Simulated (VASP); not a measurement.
**AlN: single point with LDA**

Crystal: AlN.

```xyz
4
Lattice="3.1505 0.0000 0.0000 -1.5753 2.7285 0.0000 0.0000 0.0000 4.8840" Properties=species:S:1:pos:R:3 pbc="T T T"
Al    0.0000    1.8190   -0.0048
Al    1.5753    0.9095    2.4371
N     0.0000    1.8190    1.8607
N     1.5753    0.9095    4.3027
```

This cell differs from its parent crystal: in-plane strain +0.02.

```yaml
Program: VASP 6.6.1
Task: single point
Functional: LDA
Potentials_or_basis: VASP PAW LDA potentials, release 64 (Al, N)
Cutoff: 520 eV
k_mesh: 8 × 8 × 4
Occupations: gaussian, width 0.01 eV
Spin: no spin polarisation
Dipole_correction: no
Further_INCAR_settings: ALGO = Normal; EDIFF = 1e-06; NBANDS = 16
```

```json
{
  "Pressure": "-5.0 GPa",
  "Largest force": "0.393 eV/Å",
  "Band gap on the k mesh": "4.09 eV"
}
```

Forces on the atoms (eV/Å):
```
Al   0.000  0.000 -0.393
Al   0.000  0.000 -0.393
N    0.000  0.000  0.393
N    0.000  0.000  0.393
```

Stress tensor (GPa, compression positive):
```
-9.35  0.00  0.00
 0.00 -9.35  0.00
 0.00  0.00  3.65
```

Levels at points of the mesh, in eV from the valence-band top:
```csv
k point,band 5,band 6,band 7,band 8,band 9,band 10,band 11,band 12
"(0.00, 0.00, 0.00)",-1.10,-0.35,-0.35,0.00,4.09,6.09,10.49,10.52
"(0.50, 0.00, 0.00)",-3.47,-2.33,-1.89,-0.77,5.37,5.78,7.92,10.04
"(0.00, 0.00, 0.50)",-0.73,-0.73,-0.73,-0.73,6.14,6.14,10.14,10.14
"(0.50, 0.00, 0.50)",-1.64,-1.64,-1.38,-1.38,5.16,5.16,9.02,9.02
```

It took 20 s on 1 thread of Intel Xeon 8259CL (shared host), peak memory 0.14 GiB.

Caveat: the cell differs from its parent crystal (in-plane strain +0.02); the cell stands under tension.
